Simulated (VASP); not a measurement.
# Ti7SnO16 (P1) in VASP: further runs

Ti7SnO16 is run at these levels: PBEsol; tasks: single point.

Everything below comes from runs of VASP 6.6.1. Logs are shortened: lines on timing, memory, paths and dates and some standing lists are left out, and cuts for length are marked.

### Step 1. The cell of the first run

The typed cell holds 72 atoms: a = 9.225 Å, b = 9.225 Å, c = 8.915 Å, α = 90.00°, β = 90.00°, γ = 90.00°.

### Step 2. Single point, PBEsol

File INCAR:

```
SYSTEM = Ti7SnO16
  ALGO = Normal
  EDIFF = 1E-6
  ENCUT = 700
  GGA = PS
  GGA_COMPAT = .FALSE.
  ISIF = 2
  ISMEAR = -1
  ISYM = -1
  LASPH = .TRUE.
  LCHARG = .FALSE.
  LREAL = Auto
  LWAVE = .FALSE.
  NBANDS = 333
  NELM = 120
  PREC = Accurate
  SIGMA = 0.05
```

File KPOINTS:

```
explicit points
1
Reciprocal
  0.25000000   0.25000000   0.25000000 1
```

File POSCAR:

```
Ti7SnO16
1.0
    9.2254600000      0.0000000000      0.0000000000
    0.0000000000      9.2254600000      0.0000000000
    0.0000000000      0.0000000000      8.9149750000
Ti Sn O
21 3 48
Direct
    0.9981460000      0.0024000000      0.0002220000
    0.9984680000      0.0033240000      0.3360600000
    0.9959450000      0.0025680000      0.6689750000
    0.9987850000      0.5001580000      0.9955880000
    0.9977090000      0.4995360000      0.3332110000
    0.0016940000      0.4982960000      0.6688010000
    0.5004010000      0.0037490000      0.9980870000
    0.4948120000      0.0024370000      0.3371370000
    0.4978500000      0.5028240000      0.0001090000
    0.4992190000      0.4977330000      0.3327110000
    0.5023940000      0.5002330000      0.6673030000
    0.2473920000      0.2533520000      0.1664450000
    0.2501740000      0.2510820000      0.5005650000
    0.2479680000      0.2495410000      0.8328090000
    0.2496830000      0.7542790000      0.1651800000
    0.2513620000      0.7523210000      0.5017930000
    0.7507810000      0.2495560000      0.1661660000
    0.7500530000      0.2537150000      0.4993950000
    0.7513890000      0.2515250000      0.8336460000
    0.7496680000      0.7483540000      0.5003210000
    0.7496900000      0.7497940000      0.8318540000
    0.5036000000      0.9977590000      0.6658320000
    0.2524070000      0.7496750000      0.8304830000
    0.7487640000      0.7504260000      0.1682670000
    0.1525590000      0.1519720000      0.0006690000
    0.1567920000      0.1515330000      0.3295030000
    0.1550660000      0.1571900000      0.6631590000
    0.1517460000      0.6479010000      0.0003690000
    0.1507710000      0.6538720000      0.3334160000
    0.1514510000      0.6521420000      0.6627060000
    0.6498170000      0.1546740000      0.9991220000
    0.6512900000      0.1521330000      0.3366350000
    0.6522740000      0.1529900000      0.6719880000
    0.6545880000      0.6492310000      0.0025910000
    0.6527910000      0.6521050000      0.3357750000
    0.6510490000      0.6573920000      0.6652270000
    0.3480640000      0.3471070000      0.0034830000
    0.3445710000      0.3456480000      0.3363660000
    0.3475420000      0.3509350000      0.6645250000
    0.3469720000      0.8470270000      0.0030400000
    0.3439420000      0.8493210000      0.3321770000
    0.3471040000      0.8502230000      0.6641310000
    0.8498460000      0.3476890000      0.9991700000
    0.8484560000      0.3456100000      0.3364520000
    0.8469720000      0.3477460000      0.6678060000
    0.8443710000      0.8446320000      0.9990690000
    0.8479400000      0.8486330000      0.3297020000
    0.8501230000      0.8459900000      0.6663300000
    0.0974750000      0.4018400000      0.1649250000
    0.0934320000      0.4031050000      0.4977320000
    0.1013460000      0.3993890000      0.8331300000
    0.0978340000      0.9013030000      0.1647750000
    0.1004580000      0.9007980000      0.5013710000
    0.0989620000      0.9008290000      0.8302880000
    0.5939100000      0.4021750000      0.1673990000
    0.5962940000      0.4016420000      0.4977570000
    0.5976130000      0.4036730000      0.8318230000
    0.5932180000      0.9035460000      0.1624670000
    0.5950760000      0.9014010000      0.4989950000
    0.5989250000      0.9051760000      0.8300770000
    0.4000590000      0.0975890000      0.1650890000
    0.4014420000      0.0968670000      0.5018050000
    0.3985450000      0.0981440000      0.8344930000
    0.3977600000      0.5986830000      0.1654350000
    0.4009390000      0.5953070000      0.4960820000
    0.3979340000      0.6012400000      0.8285720000
    0.9010440000      0.1022140000      0.1675870000
    0.9038670000      0.0958460000      0.5014870000
    0.9057390000      0.1000790000      0.8323390000
    0.9012160000      0.5970160000      0.1672960000
    0.8986620000      0.5996170000      0.5000290000
    0.9029440000      0.5963910000      0.8337640000
```

Potentials or basis: VASP PAW PBE potentials, release 64 (Ti_sv, Sn_d, O).

Started as:

```bash
> cat potpaw_PBE.64/Ti_sv/POTCAR potpaw_PBE.64/Sn_d/POTCAR potpaw_PBE.64/O/POTCAR > POTCAR
> mpirun -np 1 vasp_std > vasp.out
```

OUTCAR:

```text
SYSTEM = Ti7SnO16
   EDIFF = 1E-6
   ENCUT = 700
   GGA = PS
   ISIF = 2
   ISMEAR = -1
   ISYM = -1
   LASPH = .TRUE.
   LREAL = Auto
   NELM = 120
   PREC = Accurate

 ion  position               nearest neighbor table
   1  0.998  0.002  0.000-  69 1.94  52 1.97  67 1.97  25 1.98  54 2.01  46 2.03
   2  0.998  0.003  0.336-  68 1.91  67 1.97  53 1.99  47 1.99  26 2.00  52 2.01
   3  0.996  0.003  0.669-  69 1.90  68 1.92  54 1.96  48 1.97  53 2.01  27 2.05
   4  0.999  0.500  0.996-  72 1.91  28 1.96  51 1.96  43 1.97  49 1.98  70 1.99   6 2.91
   5  0.998  0.500  0.333-  50 1.93  70 1.95  71 1.97  49 1.98  44 1.98  29 2.01
   6  0.002  0.498  0.669-  72 1.95  50 1.95  51 1.96  30 1.98  45 1.99  71 2.01   4 2.91
   7  0.500  0.004  0.998-  58 1.93  63 1.94  61 1.96  31 1.96  60 1.97  40 2.02  22 2.96
   8  0.495  0.002  0.337-  62 1.91  59 1.95  61 1.97  41 1.98  32 2.00  58 2.02  22 2.93
   9  0.498  0.503  0.000-  64 1.95  55 1.97  34 1.98  57 1.98  37 1.99  66 2.00
  10  0.499  0.498  0.333-  55 1.93  56 1.94  65 1.94  64 1.99  38 2.00  35 2.01
  11  0.502  0.500  0.667-  57 1.93  56 1.97  66 1.97  39 1.98  65 1.99  36 2.00
  12  0.247  0.253  0.166-  26 1.92  37 1.93  49 1.95  38 1.96  25 1.96  61 2.01
  13  0.250  0.251  0.501-  27 1.90  38 1.91  39 1.95  26 1.98  62 1.99  50 2.01
  14  0.248  0.250  0.833-  51 1.93  27 1.94  25 1.96  63 1.97  39 1.99  37 1.99
  15  0.250  0.754  0.165-  40 1.90  41 1.93  52 1.95  64 1.98  28 1.98  29 1.98  23 2.98
  16  0.251  0.752  0.502-  42 1.92  30 1.94  53 1.95  41 1.95  29 1.98  65 2.00  23 2.93
  17  0.751  0.250  0.166-  67 1.94  31 1.96  43 1.97  44 1.98  32 1.99  55 2.02
  18  0.750  0.254  0.499-  44 1.91  45 1.95  32 1.95  56 1.97  33 2.01  68 2.03
  19  0.751  0.252  0.834-  33 1.93  45 1.94  43 1.95  31 1.96  69 1.99  57 2.00
  20  0.750  0.748  0.500-  36 1.92  35 1.93  71 1.94  48 1.96  47 2.00  59 2.01  24 2.96
  21  0.750  0.750  0.832-  46 1.94  36 1.94  48 1.96  34 1.99  60 2.00  72 2.00  24 3.00
  22  0.504  0.998  0.666-  60 1.91  59 1.93  62 1.97  33 1.98  42 1.98  63 2.01   8 2.93   7 2.96
                            23 3.57
  23  0.252  0.750  0.830-  66 1.92  42 1.96  30 1.98  40 1.98  54 1.99  28 2.01  16 2.93  15 2.98
                            22 3.57
  24  0.749  0.750  0.168-  47 1.93  34 1.95  46 1.95  35 1.96  70 2.00  58 2.01  20 2.96  21 3.00

  25  0.153  0.152  0.001-  12 1.96  14 1.96   1 1.98
  26  0.157  0.152  0.330-  12 1.92  13 1.98   2 2.00
  27  0.155  0.157  0.663-  13 1.90  14 1.94   3 2.05
  28  0.152  0.648  0.000-   4 1.96  15 1.98  23 2.01
  29  0.151  0.654  0.333-  16 1.98  15 1.98   5 2.01
  30  0.151  0.652  0.663-  16 1.94  23 1.98   6 1.98
[... 40 lines left out ...]
  71  0.899  0.600  0.500-  20 1.94   5 1.97   6 2.01
  72  0.903  0.596  0.834-   4 1.91   6 1.95  21 2.00

IMPORTANT INFORMATION: All symmetrisations will be switched off!
NOSYMM: (Re-)initialisation of all symmetry stuff for point group C_1.

----------------------------------------------------------------------------------------

                                     Primitive cell

  volume of cell :     758.7456

  direct lattice vectors                    reciprocal lattice vectors
     9.225460000  0.000000000  0.000000000     0.108395679  0.000000000  0.000000000
     0.000000000  9.225460000  0.000000000     0.000000000  0.108395679  0.000000000
     0.000000000  0.000000000  8.914975000     0.000000000  0.000000000  0.112170814

  length of vectors
     9.225460000  9.225460000  8.914975000     0.108395679  0.108395679  0.112170814

  position of ions in fractional coordinates (direct lattice)
     0.998146000  0.002400000  0.000222000
     0.998468000  0.003324000  0.336060000
     0.995945000  0.002568000  0.668975000
     0.998785000  0.500158000  0.995588000
     0.997709000  0.499536000  0.333211000
     0.001694000  0.498296000  0.668801000
[... 64 lines left out ...]
     0.898662000  0.599617000  0.500029000
     0.902944000  0.596391000  0.833764000

  ion indices of the primitive-cell ions
[... 47 lines left out ...]
   TEBEG  =    0.0;   TEEND  =   0.0 temperature during run
   PSTRESS=    0.0 pullay stress
   NELECT =     582.0000    total number of electrons
   NUPDOWN=      -1.0000    fix difference up-down
   EMIN   =  10.00;   EMAX   =-10.00  energy-range for DOS
   EFERMI =   0.00;   METHOD = LEGACY
   ISMEAR =    -1;   SIGMA  =   0.05  broadening in eV -4-tet -1-fermi 0-gaus
   EFERMI_NEDOS =   21; number of points for ismear=-14 and -15
   IALGO  =     38    algorithm
   IMIX   =      4    mixing-type and parameters
     AMIX     =   0.40;   BMIX     =  1.00
     AMIX_MAG =   1.60;   BMIX_MAG =  1.00
  volume/ion in A,a.u.               =      10.54        71.11
  Fermi-wavevector in a.u.,A,eV,Ry     =   1.498593  2.831931 30.555714  2.245782
  Thomas-Fermi vector in A             =   2.610332
   LORBIT       =      0    0 simple, 1 ext, 2 COOP (PROOUT), +10 PAW based schemes
   GGA     = PS    functional components
   LHFCALC =     F    Hartree Fock is set to
   AEXX    =    0.0000 exact exchange contribution
   IVDW    =     0    specifies the selected vdW correction
   LEPSILON=     F    determine dielectric tensor
   LRPA    =     F    only Hartree local field effects (RPA)
 non-spin polarized calculation
  energy-cutoff  :      700.00
  volume of cell :      758.75
 maximum number of plane-waves:     31910
 NGX is ok and might be reduce to    80
   NGX = 39   NGY = 39   NGZ = 39

 number of electron     582.0000005 magnetization

 Free energy of the ion-electron system (eV)
  ---------------------------------------------------
  ext. energy  EPLUGINS =         0.00000000
  ---------------------------------------------------
  free energy    TOTEN  =      -645.52597414 eV

  energy without entropy =     -645.52597413  energy(sigma->0) =     -645.52597414

 E-fermi :   5.8660     XC(G=0): -11.7038

 val. band max:        4.8430424957   @ k =   0.2500   0.2500   0.2500
 cond. band min:       6.9177796496   @ k =   0.2500   0.2500   0.2500
 fundamental gap:      2.0747371539
 Fermi energy:         5.8660110477

 k-point     1 :       0.2500    0.2500    0.2500
  band No.  band energies     occupation
      1     -51.8904      2.00000
      2     -51.8559      2.00000
      3     -51.8336      2.00000
      4     -51.8304      2.00000
      5     -51.8053      2.00000
      6     -51.7909      2.00000
[... 295 lines left out ...]
    302       7.3145      0.00000
    303       7.3378      0.00000
 [bands above 303 left out]

------------------------ aborting loop because EDIFF is reached ----------------------------------------

  FORCE on cell =-STRESS in cart. coord.  units (eV):
  Direction    XX          YY          ZZ          XY          YZ          ZX
  --------------------------------------------------------------------------------------
  -------------------------------------------------------------------------------------
  Total        7.1230734      7.3721314     12.9540643     -2.2186569     -0.0649612      1.4260030
  in kB       15.0411766     15.5670909     27.3539746     -4.6849454     -0.1371730      3.0111669
  external PRESSURE =      19.3207474 kB  Pullay stress =       0.0000000 kB

 VOLUME and BASIS-vectors are now :
 -----------------------------------------------------------------------------
  energy-cutoff  :      700.00
  volume of cell :      758.75
      direct lattice vectors                 reciprocal lattice vectors
     9.225460000  0.000000000  0.000000000     0.108395679  0.000000000  0.000000000
     0.000000000  9.225460000  0.000000000     0.000000000  0.108395679  0.000000000
     0.000000000  0.000000000  8.914975000     0.000000000  0.000000000  0.112170814

 POSITION                                       TOTAL-FORCE (eV/Angst)
 -----------------------------------------------------------------------------------
      9.20836      0.02214      0.00198         0.578828     -0.622964      0.349132
      9.21133      0.03067      2.99597         0.537513     -0.728824      0.052844
      9.18805      0.02369      5.96390         0.783964     -0.648402     -0.364747
      9.21425      4.61419      8.87564         0.601777      0.513731      1.093179
      9.20432      4.60845      2.97057         0.658769      0.762366     -0.208820
      0.01563      4.59701      5.96234         0.310774      0.362096     -0.816117
[... 64 lines left out ...]
      8.29057      5.53174      4.45775         0.293104     -0.424877      0.174407
      8.33007      5.50198      7.43299        -0.038004     -0.041444     -0.330111
 -----------------------------------------------------------------------------------
    total drift:                                0.000301      0.021877      0.042040

  FREE ENERGIE OF THE ION-ELECTRON SYSTEM (eV)
  ---------------------------------------------------
  free  energy   TOTEN  =      -645.5259741397 eV

  energy  without entropy=     -645.5259741340  energy(sigma->0) =     -645.52597414
```

Run time: 9.8 min. Hardware: 1 thread of Intel Xeon 6975P-C (Granite Rapids), shared host; peak memory 1.1 GiB.

Results:

| Property | Result |
| --- | --- |
| Free energy | -645.5260 eV |
| Pressure | 1.9 GPa |
| Largest force | 3.542 eV/Å |
| Band gap on the k mesh | 2.07 eV |

Forces in eV/Å, atoms in the order of the input:
```
Ti   0.579 -0.623  0.349
Ti   0.538 -0.729  0.053
Ti   0.784 -0.648 -0.365
Ti   0.602  0.514  1.093
Ti   0.659  0.762 -0.209
Ti   0.311  0.362 -0.816
Ti  -0.485 -0.152  1.375
Ti  -0.065 -0.049 -1.516
Ti  -0.164 -0.024  0.485
Ti  -0.418  0.467  0.003
Ti  -0.607 -0.106 -0.392
Ti   0.164 -0.033  0.031
Ti   0.083  0.083 -0.184
Ti   0.673 -0.291  0.122
Ti  -0.390 -0.401  0.912
Ti  -0.471 -0.417 -1.610
Ti  -0.391  0.061  0.094
Ti  -0.364 -0.197 -0.059
Ti  -0.424  0.110 -0.047
Ti   0.156  0.148  0.082
Ti  -0.066  0.336 -0.155
Sn  -0.937  1.037  0.304
Sn  -1.297  0.529  1.093
Sn  -0.416  0.072 -0.166
O   -0.299 -0.083 -0.235
O   -0.679 -0.328  0.450
O   -0.548 -0.501  0.414
O   -0.795 -0.578  0.943
O   -0.053 -0.151  0.071
O   -1.076 -1.148 -1.179
O    0.485  0.270  0.101
O    0.284  0.263 -0.164
O    1.445  1.408 -0.332
O   -1.343 -1.103 -2.139
O   -1.197 -1.102  1.496
O   -0.134 -0.353  0.175
O    0.098  0.199 -0.545
O    0.452  0.419 -0.274
O    0.098 -0.133  0.162
O    0.953  0.973  0.833
O    0.314  0.108  0.131
O   -0.091 -0.255 -1.364
O   -0.447 -0.338  0.174
O   -0.303 -0.116 -0.205
O    0.032  0.003 -0.080
O    1.449  1.618 -1.891
O    1.247  1.460  2.230
O   -0.206  0.176  0.216
O   -0.305  0.099  0.192
O    0.084 -0.121  0.332
O   -0.686  0.580 -0.177
O   -0.712  0.625 -0.148
O   -0.620  0.694 -0.164
O   -1.656  1.683  0.277
O    0.316 -0.063 -0.267
O    0.273 -0.077  0.323
O   -0.110  0.252  0.010
O   -0.824  1.003  0.313
O    1.392 -1.229 -2.116
O    1.448 -1.709  2.463
O    0.370 -0.106  0.118
O   -0.986  1.120 -1.627
O   -0.618  0.630  0.989
O    0.713 -0.459 -0.033
O    0.260  0.075  0.327
O    2.568 -2.431  0.194
O    0.201 -0.396 -0.215
O   -0.202  0.267 -0.104
O   -0.154 -0.033  0.160
O    1.255 -1.455 -0.155
O    0.293 -0.425  0.174
O   -0.038 -0.041 -0.330
```

Levels at points of the mesh, in eV from the valence-band top:
```csv
k point,band 287,band 288,band 289,band 290,band 291,band 292,band 293,band 294,band 295,band 296
"(0.25, 0.25, 0.25)",-0.53,-0.42,-0.38,-0.33,0.00,2.07,2.10,2.18,2.26,2.29
```

Caveat: the PAW data sets were made with another functional, which shifts forces and pressure a little; spin-orbit coupling is left out, which moves the levels of the heavy elements; a shifted mesh leaves out Γ, where band edges can lie. A k mesh can miss the band edges.

(Part 1 of 2 ends here.)
